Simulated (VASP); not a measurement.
# BaTe (Pm-3m) in VASP: a series of runs

Runs on BaTe. Level: LDA. Tasks: single point.

Program: VASP 6.6.1. These are calculated values, not measurements. Logs are shortened: lines on timing, memory, paths and dates and some standing lists are left out, and cuts for length are marked.

### 1 The cell of the first run

Symmetry: Pm-3m, No. 221, cubic system. Conventional cell: a = 4.234 Å, b = 4.234 Å, c = 4.234 Å, α = 90.00°, β = 90.00°, γ = 90.00°. Ba (site symmetry m-3m) has 8 Te at 3.67 Å and 6 Ba at 4.23 Å within 4.8 Å. Within 4.8 Å of Te (site symmetry m-3m) lie 8 Ba at 3.67 Å and 6 Te at 4.23 Å.

### 2 Single point, LDA

Input file INCAR:

```
PREC     = Accurate       # precision mode
ENCUT    = 500            # plane-wave cutoff, eV
EDIFF    = 1E-6           # SCF threshold, eV
ISMEAR   = 0              # smearing method
SIGMA    = 0.01           # smearing width, eV
LREAL    = False          # projectors in reciprocal space
LASPH    = True           # aspherical terms in the spheres
NELM     = 120            # most SCF steps
ALGO     = Normal         # electronic algorithm
ISIF     = 2              # what is computed and relaxed
LWAVE    = False          # write WAVECAR
LCHARG   = True           # write CHGCAR
LELF     = True           # ELF
LVHAR    = True         
NBANDS   = 15             # bands
GGA_COMPAT= False
```

Input file KPOINTS:

```
Automatic mesh
0
Gamma
  4 4 4
```

Input file POSCAR:

```
BaTe
1.0
    4.2338619568      0.0000000000      0.0000000000
    0.0000000000      4.2338619568      0.0000000000
    0.0000000000      0.0000000000      4.2338619568
Ba Te
1 1
Direct
    0.0000000000      0.0000000000      0.0000000000
    0.5000000000      0.5000000000      0.5000000000
```

Potentials or basis: VASP PAW LDA potentials, release 64 (Ba_sv, Te).

Run with:

```console
> cat potpaw_LDA.64/Ba_sv/POTCAR potpaw_LDA.64/Te/POTCAR > POTCAR
> mpirun -np 1 vasp_std > vasp.out
```

OUTCAR:

```text
PREC = Accurate
   ENCUT = 500
   EDIFF = 1E-6
   ISMEAR = 0
   LREAL = False
   LASPH = True
   NELM = 120
   ISIF = 2

 ion  position               nearest neighbor table
   1  0.000  0.000  0.000-   2 3.67   2 3.67   2 3.67   2 3.67   2 3.67   2 3.67   2 3.67   2 3.67

   2  0.500  0.500  0.500-   1 3.67   1 3.67   1 3.67   1 3.67   1 3.67   1 3.67   1 3.67   1 3.67

  LATTYP: Found a simple cubic cell.
 ALAT       =     4.2338619568

  Lattice vectors:

 A1 = (   4.2338619568,   0.0000000000,   0.0000000000)
 A2 = (   0.0000000000,   4.2338619568,   0.0000000000)
 A3 = (   0.0000000000,   0.0000000000,   4.2338619568)

Analysis of symmetry for initial positions (statically):
=====================================================================
 Subroutine PRICEL returns:
 Original cell was already a primitive cell.

 Routine SETGRP: Setting up the symmetry group for a
 simple cubic supercell.

 Subroutine GETGRP returns: Found 48 space group operations
 (whereof 48 operations were pure point group operations)
 out of a pool of 48 trial point group operations.

The static configuration has the point symmetry O_h .

Analysis of symmetry for dynamics (positions and initial velocities):
=====================================================================
 Subroutine PRICEL returns:
 Original cell was already a primitive cell.

 Routine SETGRP: Setting up the symmetry group for a
 simple cubic supercell.

 Subroutine GETGRP returns: Found 48 space group operations
 (whereof 48 operations were pure point group operations)
 out of a pool of 48 trial point group operations.

The dynamic configuration has the point symmetry O_h .

 Subroutine INISYM returns: Found 48 space group operations
 (whereof 48 operations are pure point group operations),
 and found     1 'primitive' translations

----------------------------------------------------------------------------------------

                                     Primitive cell

  volume of cell :      75.8945

  direct lattice vectors                    reciprocal lattice vectors
     4.233861957  0.000000000  0.000000000     0.236190979  0.000000000  0.000000000
     0.000000000  4.233861957  0.000000000     0.000000000  0.236190979  0.000000000
     0.000000000  0.000000000  4.233861957     0.000000000  0.000000000  0.236190979

  length of vectors
     4.233861957  4.233861957  4.233861957     0.236190979  0.236190979  0.236190979

  position of ions in fractional coordinates (direct lattice)
     0.000000000  0.000000000  0.000000000
     0.500000000  0.500000000  0.500000000

  ion indices of the primitive-cell ions
   primitive index   ion index
                 1           1
                 2           2

----------------------------------------------------------------------------------------

 KPOINTS: Automatic mesh

Automatic generation of k-mesh.
 Grid dimensions read from file:
 generate k-points for:    4    4    4

 Generating k-lattice:

  Cartesian coordinates                     Fractional coordinates (reciprocal lattice)
     0.059047745  0.000000000  0.000000000     0.250000000  0.000000000  0.000000000
     0.000000000  0.059047745  0.000000000     0.000000000  0.250000000  0.000000000
     0.000000000  0.000000000  0.059047745     0.000000000  0.000000000  0.250000000

  Length of vectors
     0.059047745  0.059047745  0.059047745

  Shift w.r.t. Gamma in fractional coordinates (k-lattice)
     0.000000000  0.000000000  0.000000000

 Subroutine IBZKPT returns following result:
 ===========================================

 Found     10 irreducible k-points:

 Following reciprocal coordinates:
            Coordinates               Weight
  0.000000  0.000000  0.000000      1.000000
  0.250000  0.000000  0.000000      6.000000
  0.500000  0.000000  0.000000      3.000000
  0.250000  0.250000  0.000000     12.000000
  0.500000  0.250000  0.000000     12.000000
  0.500000  0.500000  0.000000      3.000000
  0.250000  0.250000  0.250000      8.000000
  0.500000  0.250000  0.250000     12.000000
  0.500000  0.500000  0.250000      6.000000
  0.500000  0.500000  0.500000      1.000000
   k-points           NKPTS =     10   k-points in BZ     NKDIM =     10   number of bands    NBANDS=     15
   number of dos      NEDOS =    301   number of ions     NIONS =      2
   total plane-waves  NPLWV =  32768
   dimension x,y,z NGX =    32 NGY =   32 NGZ =   32
   dimension x,y,z NGXF=    64 NGYF=   64 NGZF=   64
   ions per type =               1   1
   NGX,Y,Z   is equivalent  to a cutoff of  12.57, 12.57, 12.57 a.u.
   NGXF,Y,Z  is equivalent  to a cutoff of  25.13, 25.13, 25.13 a.u.
 SYSTEM =  unknown system
   PREC   = accura    normal or accurate (medium, high low for compatibility)
   ISTART =      0    job   : 0-new  1-cont  2-samecut
   ICHARG =      2    charge: 1-file 2-atom 10-const
   ISPIN  =      1    spin polarized calculation?
   LNONCOLLINEAR =      F non collinear calculations
[... 117 lines left out ...]
      2      -9.6067      2.00000
      3      -9.4945      2.00000
      4      -9.2443      2.00000
      5      -6.1252      2.00000
      6       1.4259      2.00000
      7       2.2049      2.00000
      8       3.2103      2.00000
      9       5.4033      0.00000
     10       6.7764      0.00000
     11       6.9645      0.00000
     12       7.3041      0.00000
     13       8.9694      0.00000
     14       9.8807      0.00000
     15      10.9738      0.00000

 k-point     5 :       0.5000    0.2500    0.0000
  band No.  band energies     occupation
      1     -24.2090      2.00000
      2      -9.8018      2.00000
      3      -9.4695      2.00000
      4      -9.2199      2.00000
      5      -5.9902      2.00000
      6       0.9082      2.00000
      7       2.1909      2.00000
      8       3.2470      2.00000
      9       5.3472      0.00000
     10       7.0364      0.00000
     11       7.3545      0.00000
     12       7.8731      0.00000
     13       8.2256      0.00000
     14      10.2181      0.00000
     15      10.4356      0.00000

 k-point     6 :       0.5000    0.5000    0.0000
  band No.  band energies     occupation
      1     -24.1951      2.00000
      2      -9.6829      2.00000
      3      -9.6829      2.00000
      4      -9.1996      2.00000
      5      -6.1150      2.00000
      6       1.7203      2.00000
      7       1.7203      2.00000
      8       3.7948      2.00000
      9       4.5904      0.00000
     10       6.2241      0.00000
     11       6.6188      0.00000
     12       6.6188      0.00000
     13       9.9999      0.00000
     14      10.5964      0.00000
     15      11.7462      0.00000

 k-point     7 :       0.2500    0.2500    0.2500
  band No.  band energies     occupation
      1     -24.2095      2.00000
      2      -9.5649      2.00000
      3      -9.4582      2.00000
      4      -9.4582      2.00000
      5      -6.0380      2.00000
      6       1.9042      2.00000
      7       1.9042      2.00000
      8       1.9716      2.00000
      9       6.3542      0.00000
     10       6.3542      0.00000
     11       7.1627      0.00000
     12       8.5864      0.00000
     13       8.5864      0.00000
     14       8.7161      0.00000
     15      12.3354      0.00000

 k-point     8 :       0.5000    0.2500    0.2500
  band No.  band energies     occupation
      1     -24.1955      2.00000
      2      -9.7221      2.00000
      3      -9.4506      2.00000
      4      -9.4213      2.00000
      5      -5.9585      2.00000
      6       1.1068      2.00000
      7       1.6118      2.00000
      8       2.5596      2.00000
      9       6.2090      0.00000
     10       6.2968      0.00000
     11       6.7675      0.00000
     12       9.3236      0.00000
     13       9.6239      0.00000
     14      10.3573      0.00000
     15      10.7764      0.00000

 k-point     9 :       0.5000    0.5000    0.2500
  band No.  band energies     occupation
      1     -24.1820      2.00000
      2      -9.6384      2.00000
      3      -9.6384      2.00000
      4      -9.4020      2.00000
      5      -5.9312      2.00000
      6       1.2146      2.00000
      7       1.2146      2.00000
      8       1.8912      2.00000
      9       5.9479      0.00000
     10       7.3902      0.00000
     11       7.3902      0.00000
     12       8.6196      0.00000
     13      10.0814      0.00000
     14      10.7103      0.00000
     15      11.2991      0.00000

 k-point    10 :       0.5000    0.5000    0.5000
  band No.  band energies     occupation
      1     -24.1688      2.00000
      2      -9.5928      2.00000
      3      -9.5928      2.00000
      4      -9.5928      2.00000
      5      -5.7212      2.00000
      6       0.7903      2.00000
      7       0.7903      2.00000
      8       0.7903      2.00000
      9       8.4908      0.00000
     10       8.4908      0.00000
     11       8.4908      0.00000
     12      10.1126      0.00000
     13      10.1126      0.00000
     14      10.1126      0.00000
     15      10.1669      0.00000

------------------------ aborting loop because EDIFF is reached ----------------------------------------

  FORCE on cell =-STRESS in cart. coord.  units (eV):
  Direction    XX          YY          ZZ          XY          YZ          ZX
  --------------------------------------------------------------------------------------
  -------------------------------------------------------------------------------------
  Total       -1.0137868     -1.0137868     -1.0137868     -0.0000000      0.0000000      0.0000000
  in kB      -21.4016442    -21.4016442    -21.4016442     -0.0000000      0.0000000      0.0000000
  external PRESSURE =     -21.4016442 kB  Pullay stress =       0.0000000 kB

 VOLUME and BASIS-vectors are now :
 -----------------------------------------------------------------------------
  energy-cutoff  :      500.00
  volume of cell :       75.89
      direct lattice vectors                 reciprocal lattice vectors
     4.233861957  0.000000000  0.000000000     0.236190979  0.000000000  0.000000000
     0.000000000  4.233861957  0.000000000     0.000000000  0.236190979  0.000000000
     0.000000000  0.000000000  4.233861957     0.000000000  0.000000000  0.236190979

 POSITION                                       TOTAL-FORCE (eV/Angst)
 -----------------------------------------------------------------------------------
      0.00000      0.00000      0.00000         0.000000      0.000000      0.000000
      2.11693      2.11693      2.11693         0.000000      0.000000      0.000000
 -----------------------------------------------------------------------------------
    total drift:                                0.000000      0.000000     -0.000000

  FREE ENERGIE OF THE ION-ELECTRON SYSTEM (eV)
  ---------------------------------------------------
  free  energy   TOTEN  =        -9.2963975441 eV

  energy  without entropy=       -9.2963975441  energy(sigma->0) =       -9.29639754
```

It took 8.4 s on 1 thread of AMD EPYC 7R43 (Zen 3), shared host; peak memory 0.12 GiB.

What came out:

```
Free energy            : -9.2964 eV
Pressure               : -2.1 GPa
Band gap on the k mesh : 0.59 eV, indirect (least direct gap 0.80 eV)
```

Levels at points of the mesh, in eV from the valence-band top:
```csv
k point,band 5,band 6,band 7,band 8,band 9,band 10,band 11,band 12
"(0.00, 0.00, 0.00)",-10.48,-0.38,-0.38,-0.38,0.59,0.59,2.23,4.51
"(0.50, 0.00, 0.00)",-9.68,-3.51,-0.92,-0.92,1.38,4.77,4.88,4.91
"(0.50, 0.50, 0.00)",-9.91,-2.07,-2.07,0.00,0.80,2.43,2.82,2.82
"(0.50, 0.50, 0.50)",-9.52,-3.00,-3.00,-3.00,4.70,4.70,4.70,6.32
```

Caveat: spin-orbit coupling is left out, which moves the levels of the heavy elements.

### 3 Single point, LDA

This run uses another cell than the first one, of 38.72 Å³/atom, 1.020 times its volume.

Input file INCAR:

```
PREC     = Accurate       # precision mode
ENCUT    = 500            # plane-wave cutoff, eV
EDIFF    = 1E-6           # SCF threshold, eV
ISMEAR   = 0              # smearing method
SIGMA    = 0.01           # smearing width, eV
LREAL    = F              # projectors in reciprocal space
LASPH    = T              # aspherical terms in the spheres
NELM     = 120            # most SCF steps
ALGO     = Normal         # electronic algorithm
ISIF     = 2              # what is computed and relaxed
LWAVE    = F              # write WAVECAR
LCHARG   = T              # write CHGCAR
GGA      = CA             # functional
LELF     = T              # ELF
LVHAR    = T            
NBANDS   = 15             # bands
GGA_COMPAT= F
```

KPOINTS is that of step 2.

Input file POSCAR:

```
BaTe
1.0
    4.2624700000      0.0000000000      0.0000000000
    0.0000000000      4.2624700000      0.0000000000
    0.0000000000      0.0000000000      4.2624700000
Ba Te
1 1
Direct
    0.0000000000      0.0000000000      0.0000000000
    0.5000000000      0.5000000000      0.5000000000
```

Potentials or basis: VASP PAW LDA potentials, release 64 (Ba_sv, Te).

Run with:

```console
> cat potpaw_LDA.64/Ba_sv/POTCAR potpaw_LDA.64/Te/POTCAR > POTCAR
> mpirun -np 1 vasp_std > vasp.out
```

Wall time 9.7 s (1 thread of AMD EPYC 7R43 (Zen 3), shared host); peak memory 0.12 GiB.

The run converged. Its results:

```yaml
Free_energy: -9.2729 eV
Pressure: -2.7 GPa
Band_gap_on_the_k_mesh: 0.64 eV, indirect (least direct gap 0.81 eV)
```

Levels at points of the mesh, in eV from the valence-band top:
| k point | band 6 | band 7 | band 8 | band 9 | band 10 | band 11 |
| --- | --- | --- | --- | --- | --- | --- |
| (0.00, 0.00, 0.00) | -0.38 | -0.38 | -0.38 | 0.64 | 0.64 | 2.12 |
| (0.50, 0.00, 0.00) | -3.43 | -0.89 | -0.89 | 1.41 | 4.80 | 4.80 |
| (0.50, 0.50, 0.00) | -2.04 | -2.04 | 0.00 | 0.81 | 2.40 | 2.82 |
| (0.50, 0.50, 0.50) | -2.92 | -2.92 | -2.92 | 4.63 | 4.63 | 4.63 |

Caveat: spin-orbit coupling is left out, which moves the levels of the heavy elements. A k mesh can miss the band edges.

### 4 Single point, LDA

This run uses another cell than the first one, of 39.50 Å³/atom, 1.041 times its volume.

Input file INCAR:

```
SYSTEM = BaTe
PREC = Accurate
ENCUT = 500
EDIFF = 1E-6
ISMEAR = 0
SIGMA = 0.01
LREAL = .FALSE.
LASPH = .TRUE.
NELM = 120
ALGO = Normal
ISIF = 2
LWAVE = .FALSE.
LCHARG = .FALSE.
NBANDS = 15
GGA_COMPAT = .FALSE.
```

Input file KPOINTS:

```
regular mesh
0
G
  4 4 4
  0 0 0
```

Input file POSCAR:

```
BaTe
1.0
    4.2906991008      0.0000000000      0.0000000000
    0.0000000000      4.2906991008      0.0000000000
    0.0000000000      0.0000000000      4.2906991008
Ba Te
1 1
Direct
    0.0000000000      0.0000000000      0.0000000000
    0.5000000000      0.5000000000      0.5000000000
```

Run with:

```console
> cat potpaw_LDA.64/Ba_sv/POTCAR potpaw_LDA.64/Te/POTCAR > POTCAR
> mpirun -np 1 vasp_std > vasp.out
```

Wall time 9 s (1 thread of AMD EPYC 7R43 (Zen 3), shared host); peak memory 0.12 GiB.

The run converged. Its results:

| Property | Result |
| --- | --- |
| Free energy | -9.2442 eV |
| Pressure | -3.2 GPa |
| Band gap on the k mesh | 0.68 eV, indirect (least direct gap 0.83 eV) |

Levels at points of the mesh, in eV from the valence-band top:
```tsv
k point	band 4	band 5	band 6	band 7	band 8	band 9	band 10	band 11	band 12	band 13
(0.00, 0.00, 0.00)	-13.16	-10.35	-0.38	-0.38	-0.38	0.68	0.68	2.02	4.41	4.41
(0.50, 0.00, 0.00)	-13.11	-9.65	-3.36	-0.86	-0.86	1.43	4.71	4.72	4.79	4.82
(0.50, 0.50, 0.00)	-13.07	-9.82	-2.01	-2.01	0.00	0.83	2.38	2.82	2.82	6.01
(0.50, 0.50, 0.50)	-13.42	-9.47	-2.84	-2.84	-2.84	4.56	4.56	4.56	6.07	6.07
```

Caveat: spin-orbit coupling is left out, which moves the levels of the heavy elements.

### 5 Single point, LDA

This run uses another cell than the first one, of 40.27 Å³/atom, 1.061 times its volume.

INCAR, as its differences from that of step 4:

```diff
@@ -12,3 +12,5 @@
 LWAVE = .FALSE.
-LCHARG = .FALSE.
+LCHARG = .TRUE.
+LELF = .TRUE.
+LVHAR = .TRUE.
 NBANDS = 15
```

KPOINTS is that of step 4.

Input file POSCAR:

```
BaTe
1.0
    4.3185615640      0.0000000000      0.0000000000
    0.0000000000      4.3185615640      0.0000000000
    0.0000000000      0.0000000000      4.3185615640
Ba Te
1 1
Direct
    0.0000000000      0.0000000000      0.0000000000
    0.5000000000      0.5000000000      0.5000000000
```

Run with:

```console
> cat potpaw_LDA.64/Ba_sv/POTCAR potpaw_LDA.64/Te/POTCAR > POTCAR
> mpirun -np 1 vasp_std > vasp.out
```

Run time: 8.6 s. Hardware: 1 thread of AMD EPYC 7R43 (Zen 3), shared host; peak memory 0.12 GiB.

It converged, with:

| Item | Value |
| --- | --- |
| Free energy | -9.2109 eV |
| Pressure | -3.7 GPa |
| Band gap on the k mesh | 0.72 eV, indirect (least direct gap 0.85 eV) |

Levels at points of the mesh, in eV from the valence-band top:
```csv
k point,band 5,band 6,band 7,band 8,band 9,band 10,band 11,band 12
"(0.00, 0.00, 0.00)",-10.30,-0.38,-0.38,-0.38,0.72,0.72,1.92,4.37
"(0.50, 0.00, 0.00)",-9.64,-3.29,-0.83,-0.83,1.45,4.61,4.64,4.73
"(0.50, 0.50, 0.00)",-9.78,-1.98,-1.98,0.00,0.85,2.36,2.82,2.82
"(0.50, 0.50, 0.50)",-9.45,-2.76,-2.76,-2.76,4.50,4.50,4.50,5.95
```

Caveat: spin-orbit coupling is left out, which moves the levels of the heavy elements. A k mesh can miss the band edges.

### 6 Single point, LDA

This run uses another cell than the first one, of 41.04 Å³/atom, 1.082 times its volume.

Input file INCAR:

```
PREC = Accurate ; ENCUT = 500
EDIFF = 1E-6 ; ISMEAR = 0
SIGMA = 0.01 ; LREAL = False
LASPH = True ; NELM = 120
ALGO = Normal ; ISIF = 2
LWAVE = False ; LCHARG = True
GGA = CA ; LELF = True
LVHAR = True ; NBANDS = 15
GGA_COMPAT = False
```

Input file KPOINTS:

```
regular mesh
0
Gamma
  4 4 4
```

Input file POSCAR:

```
BaTe
1.0
    4.3460690672      0.0000000000      0.0000000000
    0.0000000000      4.3460690672      0.0000000000
    0.0000000000      0.0000000000      4.3460690672
Ba Te
1 1
Direct
    0.0000000000      0.0000000000      0.0000000000
    0.5000000000      0.5000000000      0.5000000000
```

Potentials or basis: VASP PAW LDA potentials, release 64 (Ba_sv, Te).

Run with:

```console
> cat potpaw_LDA.64/Ba_sv/POTCAR potpaw_LDA.64/Te/POTCAR > POTCAR
> mpirun -np 1 vasp_std > vasp.out
```

It took 8.3 s on 1 thread of AMD EPYC 7R43 (Zen 3), shared host; peak memory 0.12 GiB.

Results (log left out):

```yaml
Free_energy: -9.1736 eV
Pressure: -4.1 GPa
Band_gap_on_the_k_mesh: 0.77 eV, indirect (least direct gap 0.86 eV)
```

Levels at points of the mesh, in eV from the valence-band top:
```csv
k point,band 5,band 6,band 7,band 8,band 9,band 10,band 11,band 12
"(0.00, 0.00, 0.00)",-10.24,-0.37,-0.37,-0.37,0.77,0.77,1.83,4.33
"(0.50, 0.00, 0.00)",-9.63,-3.23,-0.80,-0.80,1.48,4.52,4.56,4.68
"(0.50, 0.50, 0.00)",-9.74,-1.95,-1.95,0.00,0.86,2.33,2.82,2.82
"(0.50, 0.50, 0.50)",-9.43,-2.69,-2.69,-2.69,4.44,4.44,4.44,5.83
```

Caveat: spin-orbit coupling is left out, which moves the levels of the heavy elements.

### 7 Overview

| cell | gap on the mesh (eV) | pressure (GPa) |
| --- | --- | --- |
| a = 4.234 Å, 2 atoms | 0.59 | -2.1 |
| a = 4.262 Å, 2 atoms | 0.64 | -2.7 |
| a = 4.291 Å, 2 atoms | 0.68 | -3.2 |
| a = 4.319 Å, 2 atoms | 0.72 | -3.7 |
| a = 4.346 Å, 2 atoms | 0.77 | -4.1 |

Alike in all rows: task single point; level LDA; potentials or basis VASP PAW LDA potentials, release 64 (Ba_sv, Te); no spin polarisation; k mesh 4 × 4 × 4; cutoff (eV) 500; smearing gaussian 0.01 eV.

Caveats: spin-orbit coupling is left out, which moves the levels of the heavy elements.

Absolute energies hang on the potentials; compare differences alone.
